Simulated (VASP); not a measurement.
# CdP2C (P-4m2) in VASP: a series of runs

The runs below take CdP2C through single point, with PBE, r2SCAN.

Program: VASP 6.6.1. These are calculated values, not measurements. Logs are shortened: lines on timing, memory, paths and dates and some standing lists are left out, and cuts for length are marked.

## Step 1: The cell of the first run

It takes space group P-4m2 (No. 115, tetragonal). The conventional cell has a = 3.314 Å, b = 3.314 Å, c = 6.184 Å, α = 90.00°, β = 90.00°, γ = 90.00°. Within 3.5 Å of Cd (site symmetry -4m2) lie 4 P at 2.63 Å and 4 Cd at 3.31 Å. Within 2.6 Å of P (site symmetry 2mm) lie 2 C at 1.96 Å. Within 2.6 Å of C (site symmetry -4m2) lie 4 P at 1.96 Å.

## Step 2: Single point, PBE (volume changed by +3%)

Contents of INCAR:

```
  ALGO = Normal
  EDIFF = 1E-7
  ENCUT = 520
  GGA = PE
  ISIF = 2
  ISMEAR = -1
  LASPH = T
  LCHARG = F
  LREAL = F
  LWAVE = F
  NBANDS = 21
  NELM = 60
  PREC = Accurate
  SIGMA = 0.02
```

Contents of KPOINTS:

```
k-points
0
Gamma
  6 6 4
```

Contents of POSCAR:

```
CdP2C
1.0
    3.3144484692      0.0000000000      0.0000000000
    0.0000000000      3.3144484692      0.0000000000
    0.0000000000      0.0000000000      6.1842711070
Cd P C
1 2 1
Direct
    0.0000000000      0.0000000000      0.0000000000
    0.0000000000      0.5000000000      0.3295789830
    0.5000000000      0.0000000000      0.6704210170
    0.5000000000      0.5000000000      0.5000000000
```

Potentials or basis: VASP PAW PBE potentials, release 64 (Cd, P, C).

On the command line:

```console
cat potpaw_PBE.64/Cd/POTCAR potpaw_PBE.64/P/POTCAR potpaw_PBE.64/C/POTCAR > POTCAR
mpirun -np 1 vasp_std > vasp.out
```

OUTCAR:

```text
EDIFF = 1E-7
   ENCUT = 520
   GGA = PE
   ISIF = 2
   ISMEAR = -1
   LASPH = T
   LREAL = F
   NELM = 60
   PREC = Accurate

 ion  position               nearest neighbor table
   1  0.000  0.000  0.000-   2 2.63   3 2.63   2 2.63   3 2.63
   2  0.000  0.500  0.330-   4 1.96   4 1.96   1 2.63   1 2.63
   3  0.500  0.000  0.670-   4 1.96   4 1.96   1 2.63   1 2.63
   4  0.500  0.500  0.500-   2 1.96   3 1.96   3 1.96   2 1.96

  LATTYP: Found a simple tetragonal cell.
 ALAT       =     3.3144484692
 C/A-ratio  =     1.8658522419

  Lattice vectors:

 A1 = (   3.3144484692,   0.0000000000,   0.0000000000)
 A2 = (   0.0000000000,   3.3144484692,   0.0000000000)
 A3 = (   0.0000000000,   0.0000000000,   6.1842711070)

Analysis of symmetry for initial positions (statically):
=====================================================================
 Subroutine PRICEL returns:
 Original cell was already a primitive cell.

 Routine SETGRP: Setting up the symmetry group for a
 simple tetragonal supercell.

 Subroutine GETGRP returns: Found  8 space group operations
 (whereof  8 operations were pure point group operations)
 out of a pool of 16 trial point group operations.

The static configuration has the point symmetry D_2d.

Analysis of symmetry for dynamics (positions and initial velocities):
=====================================================================
 Subroutine PRICEL returns:
 Original cell was already a primitive cell.

 Routine SETGRP: Setting up the symmetry group for a
 simple tetragonal supercell.

 Subroutine GETGRP returns: Found  8 space group operations
 (whereof  8 operations were pure point group operations)
 out of a pool of 16 trial point group operations.

The dynamic configuration has the point symmetry D_2d.

 Subroutine INISYM returns: Found  8 space group operations
 (whereof  8 operations are pure point group operations),
 and found     1 'primitive' translations

----------------------------------------------------------------------------------------

                                     Primitive cell

  volume of cell :      67.9377

  direct lattice vectors                    reciprocal lattice vectors
     3.314448469  0.000000000  0.000000000     0.301709322  0.000000000  0.000000000
     0.000000000  3.314448469  0.000000000     0.000000000  0.301709322  0.000000000
     0.000000000  0.000000000  6.184271107     0.000000000  0.000000000  0.161700544

  length of vectors
     3.314448469  3.314448469  6.184271107     0.301709322  0.301709322  0.161700544

  position of ions in fractional coordinates (direct lattice)
     0.000000000  0.000000000  0.000000000
     0.000000000  0.500000000  0.329578983
     0.500000000  0.000000000  0.670421017
     0.500000000  0.500000000  0.500000000

  ion indices of the primitive-cell ions
   primitive index   ion index
                 1           1
                 2           2
                 3           3
                 4           4

----------------------------------------------------------------------------------------

 KPOINTS: k-points

Automatic generation of k-mesh.
 Grid dimensions read from file:
 generate k-points for:    6    6    4

 Generating k-lattice:

  Cartesian coordinates                     Fractional coordinates (reciprocal lattice)
     0.050284887  0.000000000  0.000000000     0.166666667  0.000000000  0.000000000
     0.000000000  0.050284887  0.000000000     0.000000000  0.166666667  0.000000000
     0.000000000  0.000000000  0.040425136     0.000000000  0.000000000  0.250000000

  Length of vectors
     0.050284887  0.050284887  0.040425136

  Shift w.r.t. Gamma in fractional coordinates (k-lattice)
     0.000000000  0.000000000  0.000000000

 Subroutine IBZKPT returns following result:
 ===========================================

 Found     30 irreducible k-points:

 Following reciprocal coordinates:
            Coordinates               Weight
  0.000000  0.000000  0.000000      1.000000
  0.166667  0.000000  0.000000      4.000000
  0.333333  0.000000  0.000000      4.000000
  0.500000  0.000000  0.000000      2.000000
  0.166667  0.166667  0.000000      4.000000
  0.333333  0.166667  0.000000      8.000000
[... 16 lines left out ...]
  0.333333  0.000000  0.500000      4.000000
  0.500000  0.000000  0.500000      2.000000
 [... further k-points ...]
   k-points           NKPTS =     30   k-points in BZ     NKDIM =     30   number of bands    NBANDS=     21
   number of dos      NEDOS =    301   number of ions     NIONS =      4
   total plane-waves  NPLWV =  37632
   dimension x,y,z NGX =    28 NGY =   28 NGZ =   48
   dimension x,y,z NGXF=    56 NGYF=   56 NGZF=   96
   ions per type =               1   2   1
   NGX,Y,Z   is equivalent  to a cutoff of  14.04, 14.04, 12.90 a.u.
   NGXF,Y,Z  is equivalent  to a cutoff of  28.09, 28.09, 25.81 a.u.
 SYSTEM =  unknown system
   PREC   = accura    normal or accurate (medium, high low for compatibility)
   ISTART =      0    job   : 0-new  1-cont  2-samecut
   ICHARG =      2    charge: 1-file 2-atom 10-const
   ISPIN  =      1    spin polarized calculation?
   LNONCOLLINEAR =      F non collinear calculations
   LSORBIT =      F    spin-orbit coupling
   LASPH  =      T    aspherical Exc in radial PAW
   ENCUT  =  520.0 eV  38.22 Ry    6.18 a.u.   6.16  6.16 11.50*2*pi/ulx,y,z
   NELM   =     60;   NELMIN=  2; NELMDL= -5     # of ELM steps
   EDIFF  = 0.1E-06   stopping-criterion for ELM
   LREAL  =      F    real-space projection
   EDIFFG = 0.1E-05   stopping-criterion for IOM
   NSW    =      0    number of steps for IOM
   IBRION =     -1    ionic relax: 0-MD 1-quasi-New 2-CG
   NFREE  =      0    steps in history (QN), initial steepest desc. (CG)
   ISIF   =      2    stress and relaxation
   ISYM   =      2    0-nonsym 1-usesym 2-fastsym
   POTIM  = 0.5000    time-step for ionic-motion
   TEBEG  =    0.0;   TEEND  =   0.0 temperature during run
   PSTRESS=    0.0 pullay stress
   NELECT =      26.0000    total number of electrons
   NUPDOWN=      -1.0000    fix difference up-down
   EMIN   =  10.00;   EMAX   =-10.00  energy-range for DOS
   EFERMI =   0.00;   METHOD = LEGACY
   ISMEAR =    -1;   SIGMA  =   0.02  broadening in eV -4-tet -1-fermi 0-gaus
   EFERMI_NEDOS =   21; number of points for ismear=-14 and -15
   IALGO  =     38    algorithm
   IMIX   =      4    mixing-type and parameters
     AMIX     =   0.40;   BMIX     =  1.00
     AMIX_MAG =   1.60;   BMIX_MAG =  1.00
  volume/ion in A,a.u.               =      16.98       114.62
  Fermi-wavevector in a.u.,A,eV,Ry     =   1.188581  2.246093 19.221300  1.412726
  Thomas-Fermi vector in A             =   2.324708
   LORBIT       =      0    0 simple, 1 ext, 2 COOP (PROOUT), +10 PAW based schemes
   GGA     = PE    functional components
   LHFCALC =     F    Hartree Fock is set to
   AEXX    =    0.0000 exact exchange contribution
   IVDW    =     0    specifies the selected vdW correction
   LEPSILON=     F    determine dielectric tensor
   LRPA    =     F    only Hartree local field effects (RPA)
 non-spin polarized calculation
  energy-cutoff  :      520.00
  volume of cell :       67.94
 maximum number of plane-waves:      1880
 NGX is ok and might be reduce to    28
   NGX = 13   NGY = 13   NGZ = 23

 number of electron      25.9999997 magnetization

 Free energy of the ion-electron system (eV)
  ---------------------------------------------------
  ext. energy  EPLUGINS =         0.00000000
  ---------------------------------------------------
  free energy    TOTEN  =       -18.06737990 eV

  energy without entropy =      -18.06644476  energy(sigma->0) =      -18.06691233

 E-fermi :   5.7805     XC(G=0): -10.3813

 val. band max:        5.7784036912   @ k =   0.1667   0.0000   0.5000
 cond. band min:       5.9434389058   @ k =   0.3333   0.3333   0.0000
 fundamental gap:      0.1650352146
 Fermi energy:         5.7804928300

 k-point     1 :       0.0000    0.0000    0.0000
  band No.  band energies     occupation
      1     -10.6533      2.00000
      2      -6.0009      2.00000
      3      -4.0005      2.00000
      4      -3.8089      2.00000
      5      -3.5814      2.00000
      6      -3.5814      2.00000
[... 13 lines left out ...]
     20      13.5544      0.00000
     21      14.3930      0.00000

 k-point     2 :       0.1667    0.0000    0.0000
  band No.  band energies     occupation
      1     -10.3838      2.00000
      2      -5.9333      2.00000
      3      -3.9566      2.00000
      4      -3.8318      2.00000
      5      -3.6329      2.00000
      6      -3.5710      2.00000
[... 13 lines left out ...]
     20      13.7476      0.00000
     21      14.5762      0.00000

 k-point     3 :       0.3333    0.0000    0.0000
  band No.  band energies     occupation
      1      -9.6629      2.00000
      2      -6.0885      2.00000
      3      -4.3970      2.00000
      4      -3.9536      2.00000
      5      -3.5505      2.00000
      6      -3.5238      2.00000
[... 13 lines left out ...]
     20      13.0927      0.00000
     21      14.1447      0.00000

 k-point     4 :       0.5000    0.0000    0.0000
  band No.  band energies     occupation
      1      -9.0840      2.00000
      2      -6.5980      2.00000
      3      -4.6741      2.00000
      4      -3.9518      2.00000
      5      -3.5756      2.00000
      6      -3.5395      2.00000
[... 13 lines left out ...]
     20      12.1047      0.00000
     21      14.4381      0.00000

 k-point     5 :       0.1667    0.1667    0.0000
  band No.  band energies     occupation
      1     -10.1134      2.00000
      2      -5.8453      2.00000
      3      -3.8881      2.00000
      4      -3.8400      2.00000
      5      -3.7366      2.00000
      6      -3.4845      2.00000
[... 13 lines left out ...]
     20      12.5647      0.00000
     21      14.5124      0.00000

 k-point     6 :       0.3333    0.1667    0.0000
  band No.  band energies     occupation
      1      -9.3881      2.00000
      2      -5.9240      2.00000
      3      -4.3798      2.00000
      4      -3.8328      2.00000
      5      -3.6303      2.00000
      6      -3.6087      2.00000
[... 13 lines left out ...]
     20      12.2925      0.00000
     21      13.3551      0.00000

 k-point     7 :       0.5000    0.1667    0.0000
  band No.  band energies     occupation
      1      -8.7996      2.00000
      2      -6.3995      2.00000
      3      -4.6583      2.00000
      4      -3.8353      2.00000
      5      -3.6711      2.00000
      6      -3.6040      2.00000
[... 13 lines left out ...]
     20      12.6015      0.00000
     21      13.2274      0.00000
[... 291 lines left out ...]
      1      -7.2167      2.00000
      2      -5.7094      2.00000
      3      -5.7094      2.00000
      4      -3.9441      2.00000
      5      -3.6307      2.00000
      6      -3.6106      2.00000
[... 13 lines left out ...]
     20      11.6795      0.00000
     21      12.8903      0.00000

 k-point    21 :       0.0000    0.0000    0.5000
  band No.  band energies     occupation
      1     -10.5934      2.00000
      2      -6.4779      2.00000
      3      -4.2403      2.00000
      4      -3.7656      2.00000
      5      -3.5936      2.00000
      6      -3.5936      2.00000
[... 13 lines left out ...]
     20      11.5200      0.00000
     21      14.3610      0.00000

 k-point    22 :       0.1667    0.0000    0.5000
  band No.  band energies     occupation
      1     -10.3306      2.00000
      2      -6.3111      2.00000
      3      -4.1751      2.00000
      4      -3.7649      2.00000
      5      -3.6007      2.00000
      6      -3.5806      2.00000
[... 13 lines left out ...]
     20      12.1277      0.00000
     21      13.5683      0.00000

 k-point    23 :       0.3333    0.0000    0.5000
  band No.  band energies     occupation
      1      -9.6349      2.00000
      2      -6.1790      2.00000
      3      -4.1676      2.00000
      4      -3.8781      2.00000
      5      -3.5550      2.00000
      6      -3.5463      2.00000
[... 13 lines left out ...]
     20      13.1301      0.00000
     21      13.4735      0.00000

 k-point    24 :       0.5000    0.0000    0.5000
  band No.  band energies     occupation
      1      -9.0932      2.00000
      2      -6.5038      2.00000
      3      -4.3336      2.00000
      4      -3.9158      2.00000
      5      -3.6147      2.00000
      6      -3.5741      2.00000
[... 13 lines left out ...]
     20      12.9525      0.00000
     21      14.4553      0.00000

 [... further k-points ...]

------------------------ aborting loop because EDIFF is reached ----------------------------------------

  FORCE on cell =-STRESS in cart. coord.  units (eV):
  Direction    XX          YY          ZZ          XY          YZ          ZX
  --------------------------------------------------------------------------------------
  -------------------------------------------------------------------------------------
  Total       -0.9170602     -0.9170602     -0.9444513      0.0000000      0.0000000      0.0000000
  in kB      -21.6270545    -21.6270545    -22.2730187      0.0000000      0.0000000      0.0000000
  external PRESSURE =     -21.8423759 kB  Pullay stress =       0.0000000 kB

 VOLUME and BASIS-vectors are now :
 -----------------------------------------------------------------------------
  energy-cutoff  :      520.00
  volume of cell :       67.94
      direct lattice vectors                 reciprocal lattice vectors
     3.314448469  0.000000000  0.000000000     0.301709322  0.000000000  0.000000000
     0.000000000  3.314448469  0.000000000     0.000000000  0.301709322  0.000000000
     0.000000000  0.000000000  6.184271107     0.000000000  0.000000000  0.161700544

 POSITION                                       TOTAL-FORCE (eV/Angst)
 -----------------------------------------------------------------------------------
      0.00000      0.00000      0.00000        -0.000000     -0.000000      0.000000
      0.00000      1.65722      2.03821         0.000000     -0.000000      0.049644
      1.65722      0.00000      4.14607         0.000000     -0.000000     -0.049644
      1.65722      1.65722      3.09214        -0.000000      0.000000      0.000000
 -----------------------------------------------------------------------------------
    total drift:                               -0.000000      0.000000     -0.000000

  FREE ENERGIE OF THE ION-ELECTRON SYSTEM (eV)
  ---------------------------------------------------
  free  energy   TOTEN  =       -18.0673798955 eV

  energy  without entropy=      -18.0664447553  energy(sigma->0) =      -18.06691233
```

Wall time 22 s (1 thread of Intel Xeon 6975P-C (Granite Rapids), shared host); peak memory 0.2 GiB.

Results:

```yaml
Free_energy: -18.0674 eV
Pressure: -2.2 GPa
Largest_force: 0.050 eV/Å
Band_gap_on_the_k_mesh: zero (band 13 reaches 6.16 eV, above the bottom of band 14 at 5.70 eV)
```

Forces in eV/Å, atoms in the order of the input:
```
Cd   0.000  0.000  0.000
P    0.000  0.000  0.050
P    0.000  0.000 -0.050
C    0.000  0.000  0.000
```

Levels at points of the mesh, in eV from the Fermi level:
| k point | band 10 | band 11 | band 12 | band 13 | band 14 | band 15 | band 16 | band 17 |
| --- | --- | --- | --- | --- | --- | --- | --- | --- |
| (0.00, 0.00, 0.00) | -5.58 | -2.39 | -1.59 | -0.18 | 0.77 | 0.77 | 1.73 | 3.77 |
| (0.50, 0.00, 0.00) | -4.89 | -4.65 | -4.61 | 0.37 | 0.45 | 1.99 | 2.57 | 4.16 |
| (0.50, 0.50, 0.00) | -5.03 | -4.05 | -4.05 | -2.80 | 0.97 | 0.99 | 0.99 | 1.30 |
| (0.00, 0.00, 0.50) | -5.50 | -5.45 | -0.55 | -0.25 | 0.27 | 0.27 | 2.99 | 4.84 |
| (0.50, 0.00, 0.50) | -4.90 | -3.19 | -2.82 | -0.95 | 0.53 | 0.55 | 1.39 | 4.15 |
| (0.50, 0.50, 0.50) | -5.09 | -4.50 | -4.50 | -3.36 | 2.05 | 3.04 | 3.04 | 3.74 |

Caveat: the cell differs from its parent crystal (volume changed by +3%).

## Step 3: Single point, PBE (volume changed by +6%)

Contents of INCAR:

```
PREC = Accurate
ENCUT = 520
EDIFF = 1E-6
ISMEAR = -1
SIGMA = 0.02
LREAL = False
LASPH = True
NELM = 100
ALGO = Normal
ISIF = 2
LWAVE = False
LCHARG = False
GGA = PE
NBANDS = 21
```

Contents of KPOINTS:

```
Automatic mesh
0
Gamma
  6 6 4
```

Contents of POSCAR:

```
CdP2C
1.0
    3.3463201212      0.0000000000      0.0000000000
    0.0000000000      3.3463201212      0.0000000000
    0.0000000000      0.0000000000      6.2437389003
Cd P C
1 2 1
Direct
    0.0000000000      0.0000000000      0.0000000000
    0.0000000000      0.5000000000      0.3295789830
    0.5000000000      0.0000000000      0.6704210170
    0.5000000000      0.5000000000      0.5000000000
```

Potentials or basis: VASP PAW PBE potentials, release 64 (Cd, P, C).

On the command line:

```console
cat potpaw_PBE.64/Cd/POTCAR potpaw_PBE.64/P/POTCAR potpaw_PBE.64/C/POTCAR > POTCAR
mpirun -np 1 vasp_std > vasp.out
```

It took 21 s on 1 thread of Intel Xeon 6975P-C (Granite Rapids), shared host; peak memory 0.2 GiB.

It converged, with:

* Free energy: -18.0271 eV
* Pressure: -4.3 GPa
* Largest force: 0.093 eV/Å
* Band gap on the k mesh: zero (band 13 reaches 5.79 eV, above the bottom of band 14 at 5.40 eV)

Forces in eV/Å, atoms in the order of the input:
```
Cd   0.000  0.000  0.000
P    0.000  0.000  0.093
P    0.000  0.000 -0.093
C    0.000  0.000  0.000
```

Stress tensor (GPa, compression positive):
```
-4.16  0.00  0.00
 0.00 -4.16  0.00
 0.00  0.00 -4.68
```

Levels at points of the mesh, in eV from the Fermi level:
```csv
k point,band 11,band 12,band 13,band 14,band 15,band 16
"(0.00, 0.00, 0.00)",-2.31,-1.65,-0.16,0.74,0.74,1.69
"(0.50, 0.00, 0.00)",-4.50,-4.50,0.32,0.44,1.99,2.53
"(0.50, 0.50, 0.00)",-3.97,-3.97,-2.69,0.97,1.05,1.05
"(0.00, 0.00, 0.50)",-5.34,-0.52,-0.22,0.28,0.28,2.92
"(0.50, 0.00, 0.50)",-3.11,-2.72,-0.96,0.50,0.51,1.41
"(0.50, 0.50, 0.50)",-4.39,-4.39,-3.29,2.06,3.00,3.00
```

Caveat: the cell differs from its parent crystal (volume changed by +6%).

## Step 4: Single point, PBE

This run uses another cell than the first one, of 16.31 Å³/atom, 0.960 times its volume.

Contents of INCAR:

```
ALGO = Normal
EDIFF = 1E-6
ENCUT = 520
GGA = PE
ISIF = 2
ISMEAR = -1
LASPH = True
LCHARG = True
LELF = True
LREAL = False
LVHAR = True
LWAVE = False
NBANDS = 21
NELM = 100
PREC = Accurate
SIGMA = 0.02
```

Contents of KPOINTS:

```
k-points
0
Gamma
  8 8 4
```

Contents of POSCAR:

```
CdP2C
1.0
    3.3048442395      0.0000000000      0.0000000000
    0.0000000000      3.3048442395      0.0000000000
    0.0000000000      0.0000000000      5.9718363745
Cd P C
1 2 1
Direct
    0.0000000000      0.0000000000      0.0000000000
    0.0000000000      0.5000000000      0.3265445503
    0.5000000000      0.0000000000      0.6734554497
    0.5000000000      0.5000000000      0.5000000000
```

On the command line:

```console
cat potpaw_PBE.64/Cd/POTCAR potpaw_PBE.64/P/POTCAR potpaw_PBE.64/C/POTCAR > POTCAR
mpirun -np 1 vasp_std > vasp.out
```

Run time: 31 s. Hardware: 1 thread of Intel Xeon 6975P-C (Granite Rapids), shared host; peak memory 0.22 GiB.

The run converged. Its results:

- Free energy: -17.9779 eV
- Pressure: 1.7 GPa
- Largest force: 0.202 eV/Å
- Band gap on the k mesh: zero (band 13 reaches 6.53 eV, above the bottom of band 14 at 5.93 eV)

Forces in eV/Å, atoms in the order of the input:
```
Cd   0.000  0.000  0.000
P    0.000  0.000  0.202
P    0.000  0.000 -0.202
C    0.000  0.000  0.000
```

Stress tensor (GPa, compression positive):
```
1.35 0.00 0.00
0.00 1.35 0.00
0.00 0.00 2.27
```

Levels at points of the mesh, in eV from the Fermi level:
| k point | band 11 | band 12 | band 13 | band 14 | band 15 | band 16 |
| --- | --- | --- | --- | --- | --- | --- |
| (0.00, 0.00, 0.00) | -2.30 | -1.49 | -0.35 | 0.76 | 0.76 | 2.12 |
| (0.50, 0.00, 0.00) | -4.86 | -4.82 | 0.30 | 0.33 | 2.22 | 2.81 |
| (0.50, 0.50, 0.00) | -4.13 | -4.13 | -2.93 | 0.95 | 0.95 | 1.00 |
| (0.00, 0.00, 0.50) | -5.43 | -0.64 | -0.41 | 0.13 | 0.13 | 3.51 |
| (0.50, 0.00, 0.50) | -3.20 | -2.85 | -0.91 | 0.44 | 0.95 | 1.36 |
| (0.50, 0.50, 0.50) | -4.69 | -4.69 | -3.59 | 2.13 | 3.28 | 3.28 |

(Part 1 of 2 ends here.)
